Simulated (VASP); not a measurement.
# BN (F-43m) in VASP: notebook

BN is run at these levels: PBE, PBEsol; tasks: single point.

Everything below comes from runs of VASP 6.6.1. Logs are shortened: lines on timing, memory, paths and dates and some standing lists are left out, and cuts for length are marked.

## 1. The cell of the first run

The structure is cubic, space group F-43m (No. 216). The conventional cell has a = 3.626 Å, b = 3.626 Å, c = 3.626 Å, α = 90.00°, β = 90.00°, γ = 90.00°. N (site symmetry -43m) has 4 B at 1.57 Å within 2.1 Å. B (site symmetry -43m) has 4 N at 1.57 Å within 2.1 Å.

## 2. Single point, PBE

Contents of INCAR:

```
  ALGO = Normal
  EDIFF = 1E-6
  ENCUT = 520
  GGA = PE
  ISIF = 2
  ISMEAR = -1
  LASPH = T
  LCHARG = F
  LREAL = F
  LWAVE = F
  NBANDS = 11
  NELM = 100
  PREC = Accurate
  SIGMA = 0.05
```

Contents of KPOINTS:

```
k-points
0
Gamma
  10 10 10
```

Contents of POSCAR:

```
BN
1.0
    0.0000000000      1.8130010000      1.8130010000
    1.8130010000      0.0000000000      1.8130010000
    1.8130010000      1.8130010000      0.0000000000
N B
1 1
Direct
    0.2500000000      0.2500000000      0.2500000000
    0.0000000000      0.0000000000      0.0000000000
```

Potentials or basis: VASP PAW PBE potentials, release 64 (N, B).

Command:

```bash
$ cat potpaw_PBE.64/N/POTCAR potpaw_PBE.64/B/POTCAR > POTCAR
$ mpirun -np 1 vasp_std > vasp.out
```

OUTCAR:

```text
EDIFF = 1E-6
   ENCUT = 520
   GGA = PE
   ISIF = 2
   ISMEAR = -1
   LASPH = T
   LREAL = F
   NELM = 100
   PREC = Accurate

 ion  position               nearest neighbor table
   1  0.250  0.250  0.250-   2 1.57   2 1.57   2 1.57   2 1.57
   2  0.000  0.000  0.000-   1 1.57   1 1.57   1 1.57   1 1.57

  LATTYP: Found a face centered cubic cell.
 ALAT       =     3.6260020000

  Lattice vectors:

 A1 = (   0.0000000000,   1.8130010000,   1.8130010000)
 A2 = (   1.8130010000,   0.0000000000,   1.8130010000)
 A3 = (   1.8130010000,   1.8130010000,   0.0000000000)

Analysis of symmetry for initial positions (statically):
=====================================================================
 Subroutine PRICEL returns:
 Original cell was already a primitive cell.

 Routine SETGRP: Setting up the symmetry group for a
 face centered cubic supercell.

 Subroutine GETGRP returns: Found 24 space group operations
 (whereof 24 operations were pure point group operations)
 out of a pool of 48 trial point group operations.

The static configuration has the point symmetry T_d .

Analysis of symmetry for dynamics (positions and initial velocities):
=====================================================================
 Subroutine PRICEL returns:
 Original cell was already a primitive cell.

 Routine SETGRP: Setting up the symmetry group for a
 face centered cubic supercell.

 Subroutine GETGRP returns: Found 24 space group operations
 (whereof 24 operations were pure point group operations)
 out of a pool of 48 trial point group operations.

The dynamic configuration has the point symmetry T_d .

 Subroutine INISYM returns: Found 24 space group operations
 (whereof 24 operations are pure point group operations),
 and found     1 'primitive' translations

----------------------------------------------------------------------------------------

                                     Primitive cell

  volume of cell :      11.9186

  direct lattice vectors                    reciprocal lattice vectors
     0.000000000  1.813001000  1.813001000    -0.275785838  0.275785838  0.275785838
     1.813001000  0.000000000  1.813001000     0.275785838 -0.275785838  0.275785838
     1.813001000  1.813001000  0.000000000     0.275785838  0.275785838 -0.275785838

  length of vectors
     2.563970603  2.563970603  2.563970603     0.477675083  0.477675083  0.477675083

  position of ions in fractional coordinates (direct lattice)
     0.250000000  0.250000000  0.250000000
     0.000000000  0.000000000  0.000000000

  ion indices of the primitive-cell ions
   primitive index   ion index
                 1           1
                 2           2

----------------------------------------------------------------------------------------

 KPOINTS: k-points

Automatic generation of k-mesh.
 Grid dimensions read from file:
 generate k-points for:   10   10   10

 Generating k-lattice:

  Cartesian coordinates                     Fractional coordinates (reciprocal lattice)
    -0.027578584  0.027578584  0.027578584     0.100000000  0.000000000  0.000000000
     0.027578584 -0.027578584  0.027578584     0.000000000  0.100000000  0.000000000
     0.027578584  0.027578584 -0.027578584     0.000000000  0.000000000  0.100000000

  Length of vectors
     0.047767508  0.047767508  0.047767508

  Shift w.r.t. Gamma in fractional coordinates (k-lattice)
     0.000000000  0.000000000  0.000000000

 Subroutine IBZKPT returns following result:
 ===========================================

 Found     47 irreducible k-points:

 Following reciprocal coordinates:
            Coordinates               Weight
  0.000000  0.000000  0.000000      1.000000
  0.100000  0.000000  0.000000      8.000000
  0.200000  0.000000  0.000000      8.000000
  0.300000  0.000000  0.000000      8.000000
  0.400000  0.000000  0.000000      8.000000
  0.500000  0.000000  0.000000      4.000000
[... 16 lines left out ...]
  0.300000  0.300000  0.000000      6.000000
  0.400000  0.300000  0.000000     24.000000
 [... further k-points ...]
   k-points           NKPTS =     47   k-points in BZ     NKDIM =     47   number of bands    NBANDS=     11
   number of dos      NEDOS =    301   number of ions     NIONS =      2
   total plane-waves  NPLWV =   8000
   dimension x,y,z NGX =    20 NGY =   20 NGZ =   20
   dimension x,y,z NGXF=    40 NGYF=   40 NGZF=   40
   ions per type =               1   1
   NGX,Y,Z   is equivalent  to a cutoff of  12.97, 12.97, 12.97 a.u.
   NGXF,Y,Z  is equivalent  to a cutoff of  25.94, 25.94, 25.94 a.u.
 SYSTEM =  unknown system
   PREC   = accura    normal or accurate (medium, high low for compatibility)
   ISTART =      0    job   : 0-new  1-cont  2-samecut
   ICHARG =      2    charge: 1-file 2-atom 10-const
   ISPIN  =      1    spin polarized calculation?
   LNONCOLLINEAR =      F non collinear calculations
   LSORBIT =      F    spin-orbit coupling
   LASPH  =      T    aspherical Exc in radial PAW
   ENCUT  =  520.0 eV  38.22 Ry    6.18 a.u.   4.77  4.77  4.77*2*pi/ulx,y,z
   NELM   =    100;   NELMIN=  2; NELMDL= -5     # of ELM steps
   EDIFF  = 0.1E-05   stopping-criterion for ELM
   LREAL  =      F    real-space projection
   EDIFFG = 0.1E-04   stopping-criterion for IOM
   NSW    =      0    number of steps for IOM
   IBRION =     -1    ionic relax: 0-MD 1-quasi-New 2-CG
   NFREE  =      0    steps in history (QN), initial steepest desc. (CG)
   ISIF   =      2    stress and relaxation
   ISYM   =      2    0-nonsym 1-usesym 2-fastsym
   POTIM  = 0.5000    time-step for ionic-motion
   TEBEG  =    0.0;   TEEND  =   0.0 temperature during run
   PSTRESS=    0.0 pullay stress
   NELECT =       8.0000    total number of electrons
   NUPDOWN=      -1.0000    fix difference up-down
   EMIN   =  10.00;   EMAX   =-10.00  energy-range for DOS
   EFERMI =   0.00;   METHOD = LEGACY
   ISMEAR =    -1;   SIGMA  =   0.05  broadening in eV -4-tet -1-fermi 0-gaus
   EFERMI_NEDOS =   21; number of points for ismear=-14 and -15
   IALGO  =     38    algorithm
   IMIX   =      4    mixing-type and parameters
     AMIX     =   0.40;   BMIX     =  1.00
     AMIX_MAG =   1.60;   BMIX_MAG =  1.00
  volume/ion in A,a.u.               =       5.96        40.22
  Fermi-wavevector in a.u.,A,eV,Ry     =   1.433387  2.708709 27.954506  2.054598
  Thomas-Fermi vector in A             =   2.552911
   LORBIT       =      0    0 simple, 1 ext, 2 COOP (PROOUT), +10 PAW based schemes
   GGA     = PE    functional components
   LHFCALC =     F    Hartree Fock is set to
   AEXX    =    0.0000 exact exchange contribution
   IVDW    =     0    specifies the selected vdW correction
   LEPSILON=     F    determine dielectric tensor
   LRPA    =     F    only Hartree local field effects (RPA)
 non-spin polarized calculation
  energy-cutoff  :      520.00
  volume of cell :       11.92
 maximum number of plane-waves:       332
   NGX =  9   NGY =  9   NGZ =  9

 number of electron       7.9999999 magnetization

 Free energy of the ion-electron system (eV)
  ---------------------------------------------------
  ext. energy  EPLUGINS =         0.00000000
  ---------------------------------------------------
  free energy    TOTEN  =       -17.45099426 eV

  energy without entropy =      -17.45099426  energy(sigma->0) =      -17.45099426

 E-fermi :   8.2754     XC(G=0): -12.7771

 val. band max:        7.2910740790   @ k =   0.0000   0.0000   0.0000
 cond. band min:      11.7406873305   @ k =   0.5000   0.5000   0.0000
 fundamental gap:      4.4496132515
 Fermi energy:         8.2754074438

 k-point     1 :       0.0000    0.0000    0.0000
  band No.  band energies     occupation
      1     -12.8363      2.00000
      2       7.2911      2.00000
      3       7.2911      2.00000
      4       7.2911      2.00000
      5      16.0676      0.00000
      6      16.0676      0.00000
      7      16.0676      0.00000
      8      17.4925      0.00000
      9      31.8724      0.00000
     10      34.9486      0.00000
     11      34.9486      0.00000

 k-point     2 :       0.1000    0.0000    0.0000
  band No.  band energies     occupation
      1     -12.5950      2.00000
      2       6.0288      2.00000
      3       7.0396      2.00000
      4       7.0396      2.00000
      5      16.3228      0.00000
      6      16.4477      0.00000
      7      16.4477      0.00000
      8      18.2958      0.00000
      9      31.6063      0.00000
     10      32.3654      0.00000
     11      32.3654      0.00000

 k-point     3 :       0.2000    0.0000    0.0000
  band No.  band energies     occupation
      1     -11.8849      2.00000
      2       3.3313      2.00000
      3       6.4740      2.00000
      4       6.4740      2.00000
      5      16.6723      0.00000
      6      17.2361      0.00000
      7      17.2361      0.00000
      8      19.9678      0.00000
      9      30.9007      0.00000
     10      30.9007      0.00000
     11      30.9282      0.00000

 k-point     4 :       0.3000    0.0000    0.0000
  band No.  band energies     occupation
      1     -10.7639      2.00000
      2       0.3963      2.00000
      3       5.9011      2.00000
      4       5.9011      2.00000
      5      16.9994      0.00000
      6      17.8015      0.00000
      7      17.8015      0.00000
      8      21.3783      0.00000
      9      30.4417      0.00000
     10      31.1460      0.00000
     11      31.1460      0.00000

 k-point     5 :       0.4000    0.0000    0.0000
  band No.  band energies     occupation
      1      -9.4331      2.00000
      2      -2.1313      2.00000
      3       5.5064      2.00000
      4       5.5064      2.00000
      5      17.2342      0.00000
      6      17.9507      0.00000
      7      17.9507      0.00000
      8      22.1960      0.00000
      9      30.4577      0.00000
     10      32.7913      0.00000
     11      32.7913      0.00000
[... 211 lines left out ...]
 k-point    21 :      -0.3000    0.2000    0.0000
  band No.  band energies     occupation
      1      -9.1649      2.00000
      2      -0.7999      2.00000
      3       2.3563      2.00000
      4       5.2313      2.00000
      5      17.0298      0.00000
      6      19.2207      0.00000
      7      19.6351      0.00000
      8      21.9755      0.00000
      9      28.7874      0.00000
     10      29.6474      0.00000
     11      33.8777      0.00000

 k-point    22 :      -0.2000    0.2000    0.0000
  band No.  band energies     occupation
      1     -10.3935      2.00000
      2       1.1673      2.00000
      3       3.0588      2.00000
      4       6.0061      2.00000
      5      17.7826      0.00000
      6      18.1953      0.00000
      7      18.6957      0.00000
      8      20.8909      0.00000
      9      28.5363      0.00000
     10      29.5320      0.00000
     11      33.8912      0.00000

 k-point    23 :       0.3000    0.3000    0.0000
  band No.  band energies     occupation
      1     -10.0893      2.00000
      2       2.0888      2.00000
      3       3.6626      2.00000
      4       3.6626      2.00000
      5      13.4012      0.00000
      6      18.0123      0.00000
      7      21.9183      0.00000
      8      21.9183      0.00000
      9      25.9218      0.00000
     10      34.4743      0.00000
     11      39.0221      0.00000

 k-point    24 :       0.4000    0.3000    0.0000
  band No.  band energies     occupation
      1      -9.0947      2.00000
      2       0.5504      2.00000
      3       2.8195      2.00000
      4       3.2566      2.00000
      5      13.3646      0.00000
      6      17.8685      0.00000
      7      22.6513      0.00000
      8      22.7559      0.00000
      9      26.8599      0.00000
     10      34.1862      0.00000
     11      38.9326      0.00000

 [... further k-points ...]

------------------------ aborting loop because EDIFF is reached ----------------------------------------

  FORCE on cell =-STRESS in cart. coord.  units (eV):
  Direction    XX          YY          ZZ          XY          YZ          ZX
  --------------------------------------------------------------------------------------
  -------------------------------------------------------------------------------------
  Total       -0.0119467     -0.0119467     -0.0119467      0.0000000     -0.0000000     -0.0000000
  in kB       -1.6059638     -1.6059638     -1.6059638      0.0000000     -0.0000000     -0.0000000
  external PRESSURE =      -1.6059638 kB  Pullay stress =       0.0000000 kB

 VOLUME and BASIS-vectors are now :
 -----------------------------------------------------------------------------
  energy-cutoff  :      520.00
  volume of cell :       11.92
      direct lattice vectors                 reciprocal lattice vectors
     0.000000000  1.813001000  1.813001000    -0.275785838  0.275785838  0.275785838
     1.813001000  0.000000000  1.813001000     0.275785838 -0.275785838  0.275785838
     1.813001000  1.813001000  0.000000000     0.275785838  0.275785838 -0.275785838

 POSITION                                       TOTAL-FORCE (eV/Angst)
 -----------------------------------------------------------------------------------
      0.90650      0.90650      0.90650         0.000000      0.000000      0.000000
      0.00000      0.00000      0.00000        -0.000000     -0.000000     -0.000000
 -----------------------------------------------------------------------------------
    total drift:                                0.000000      0.000000      0.000000

  FREE ENERGIE OF THE ION-ELECTRON SYSTEM (eV)
  ---------------------------------------------------
  free  energy   TOTEN  =       -17.4509942642 eV

  energy  without entropy=      -17.4509942642  energy(sigma->0) =      -17.45099426
```

It took 5.1 s on 1 thread of Intel Xeon Platinum 8488C (Sapphire Rapids), shared host; peak memory 0.11 GiB.

What came out:

```yaml
Free_energy: -17.4510 eV
Pressure: -0.2 GPa
Band_gap_on_the_k_mesh: 4.45 eV, indirect (least direct gap 8.78 eV)
```

A k mesh can miss the band edges. As with any semilocal functional, this PBE gap is likely too small.

## 3. Single point, PBE

Contents of INCAR:

```
SYSTEM = BN
ALGO     = Normal         ! electronic algorithm
EDIFF    = 1E-6           ! SCF threshold, eV
ENCUT    = 520            ! plane-wave cutoff, eV
GGA      = PE             ! functional
ISIF     = 2              ! what is computed and relaxed
ISMEAR   = -1             ! smearing method
LASPH    = .TRUE.         ! aspherical terms in the spheres
LCHARG   = .FALSE.        ! write CHGCAR
LREAL    = .FALSE.        ! projectors in reciprocal space
LWAVE    = .FALSE.        ! write WAVECAR
NBANDS   = 11             ! bands
NELM     = 80             ! most SCF steps
PREC     = Accurate       ! precision mode
SIGMA    = 0.05           ! smearing width, eV
```

Contents of KPOINTS:

```
k-points
0
G
  7 7 7
  0 0 0
```

POSCAR is that of step 2.

Potentials or basis: VASP PAW PBE potentials, release 64 (N, B).

Command:

```bash
$ cat potpaw_PBE.64/N/POTCAR potpaw_PBE.64/B/POTCAR > POTCAR
$ mpirun -np 1 vasp_std > vasp.out
```

OUTCAR:

```text
SYSTEM = BN
   EDIFF = 1E-6
   ENCUT = 520
   GGA = PE
   ISIF = 2
   ISMEAR = -1
   LASPH = .TRUE.
   LREAL = .FALSE.
   NELM = 80
   PREC = Accurate

 ion  position               nearest neighbor table
   1  0.250  0.250  0.250-   2 1.57   2 1.57   2 1.57   2 1.57
   2  0.000  0.000  0.000-   1 1.57   1 1.57   1 1.57   1 1.57

  LATTYP: Found a face centered cubic cell.
 ALAT       =     3.6260020000

  Lattice vectors:

 A1 = (   0.0000000000,   1.8130010000,   1.8130010000)
[... 458 lines left out ...]
------------------------ aborting loop because EDIFF is reached ----------------------------------------

  FORCE on cell =-STRESS in cart. coord.  units (eV):
  Direction    XX          YY          ZZ          XY          YZ          ZX
  --------------------------------------------------------------------------------------
  -------------------------------------------------------------------------------------
  Total       -0.0112757     -0.0112757     -0.0112757      0.0000000     -0.0000000      0.0000000
  in kB       -1.5157549     -1.5157549     -1.5157549      0.0000000     -0.0000000      0.0000000
  external PRESSURE =      -1.5157549 kB  Pullay stress =       0.0000000 kB

 VOLUME and BASIS-vectors are now :
 -----------------------------------------------------------------------------
  energy-cutoff  :      520.00
  volume of cell :       11.92
      direct lattice vectors                 reciprocal lattice vectors
     0.000000000  1.813001000  1.813001000    -0.275785838  0.275785838  0.275785838
     1.813001000  0.000000000  1.813001000     0.275785838 -0.275785838  0.275785838
     1.813001000  1.813001000  0.000000000     0.275785838  0.275785838 -0.275785838

 POSITION                                       TOTAL-FORCE (eV/Angst)
 -----------------------------------------------------------------------------------
      0.90650      0.90650      0.90650         0.000000      0.000000      0.000000
      0.00000      0.00000      0.00000        -0.000000     -0.000000     -0.000000
 -----------------------------------------------------------------------------------
    total drift:                                0.000000      0.000000      0.000000

  FREE ENERGIE OF THE ION-ELECTRON SYSTEM (eV)
  ---------------------------------------------------
  free  energy   TOTEN  =       -17.4500475707 eV

  energy  without entropy=      -17.4500475707  energy(sigma->0) =      -17.45004757
```

OSZICAR:

```text
N       E                     dE             d eps       ncg     rms          rms(c)
DAV:   1     0.864951452113E+01    0.86495E+01   -0.48483E+03   448   0.721E+02
DAV:   2    -0.179184997261E+02   -0.26568E+02   -0.26053E+02   549   0.162E+02
DAV:   3    -0.184011829221E+02   -0.48268E+00   -0.48196E+00   521   0.183E+01
DAV:   4    -0.184016930327E+02   -0.51011E-03   -0.51010E-03   467   0.698E-01
DAV:   5    -0.184016935131E+02   -0.48033E-06   -0.48033E-06   512   0.206E-02    0.665E+00
DAV:   6    -0.175329629504E+02    0.86873E+00   -0.29425E+00   464   0.988E+00    0.324E+00
DAV:   7    -0.174638232013E+02    0.69140E-01   -0.10084E-01   488   0.263E+00    0.191E+00
DAV:   8    -0.174497874956E+02    0.14036E-01   -0.35326E-02   502   0.136E+00    0.187E-01
DAV:   9    -0.174499538282E+02   -0.16633E-03   -0.99915E-04   464   0.259E-01    0.828E-02
DAV:  10    -0.174500421969E+02   -0.88369E-04   -0.12500E-04   484   0.951E-02    0.149E-02
DAV:  11    -0.174500475602E+02   -0.53633E-05   -0.96397E-06   499   0.253E-02    0.106E-02
DAV:  12    -0.174500475707E+02   -0.10529E-07   -0.16290E-06   274   0.878E-03
   1 F= -.17450048E+02 E0= -.17450048E+02  d E =-.362218E-10
```

stdout:

```text
POSCAR found type information on POSCAR N B
 POSCAR found :  2 types and       2 ions
 scaLAPACK will be used
 LDA part: xc-table for (Slater+PW92), standard interpolation
 POSCAR, INCAR and KPOINTS ok, starting setup
 FFT: planning ... GRIDC
 FFT: planning ... GRID_SOFT
 FFT: planning ... GRID
 WAVECAR not read
 entering main loop
```

It took 4.3 s on 1 thread of AMD EPYC 7R13, shared host; peak memory 0.09 GiB.

Results:

| Quantity | Value |
| --- | --- |
| Free energy | -17.4500 eV |
| Pressure | -0.2 GPa |
| Band gap on the k mesh | 4.70 eV, indirect (least direct gap 8.78 eV) |

Caveat: the k points lie up to 0.43 Å⁻¹ apart. Expect the measured gap to be larger: semilocal functionals such as PBE lack the derivative discontinuity.

(Part 1 of 2 ends here.)
